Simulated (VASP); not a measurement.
Write the native input for VASP 6.6.1 that does the following.

* Task: single point
* Functional: BLYP
* Potentials or basis: VASP PAW PBE potentials, release 64 (W_sv)
* Cutoff: 520 eV
* k mesh: 22 × 22 × 22
* Occupations: fermi-dirac, width 0.1 eV
* Spin: no spin polarisation
* Dipole correction: no
* Further INCAR settings: ALGO = Normal; EDIFF = 1e-06; NBANDS = 13

The structure of W lies in POSCAR:

```
W
1.0
   -1.5658936753      1.5658936753      1.5658936753
    1.5658936753     -1.5658936753      1.5658936753
    1.5658936753      1.5658936753     -1.5658936753
W
1
Direct
    0.0000000000      0.0000000000      0.0000000000
```

The input as run:

INCAR

```
SYSTEM = W
  AGGAC = 1.0
  AGGAX = 1.0
  ALDAC = 0.0
  ALDAX = 1.0
  ALGO = Normal
  EDIFF = 1E-6
  ENCUT = 520
  GGA = B5
  ISIF = 2
  ISMEAR = -1
  LASPH = .TRUE.
  LCHARG = .FALSE.
  LREAL = .FALSE.
  LWAVE = .FALSE.
  NBANDS = 13
  NELM = 60
  PREC = Accurate
  SIGMA = 0.1
```

KPOINTS

```
k-points
0
G
  22 22 22
  0 0 0
```

Potentials or basis: VASP PAW PBE potentials, release 64 (W_sv).

Launch:

```sh
$ cat potpaw_PBE.64/W_sv/POTCAR > POTCAR
$ mpirun -np 1 vasp_std > vasp.out
```

It gave:

| Quantity | Value |
| --- | --- |
| Pressure | 29.5 GPa |
| Band gap on the k mesh | zero (bands 7 and 8 overlap by 6.66 eV) |

Caveat: the cell stands under pressure; the PAW data sets were made with another functional, which shifts forces and pressure a little; spin-orbit coupling is left out, which moves the levels of the heavy elements.

Run time: 50 s on 1 thread of Intel(R) Xeon(R) Platinum 8259CL CPU @ 2.50GHz (Skylake/Cascade Lake), with other jobs on the host, peak memory 0.17 GiB.
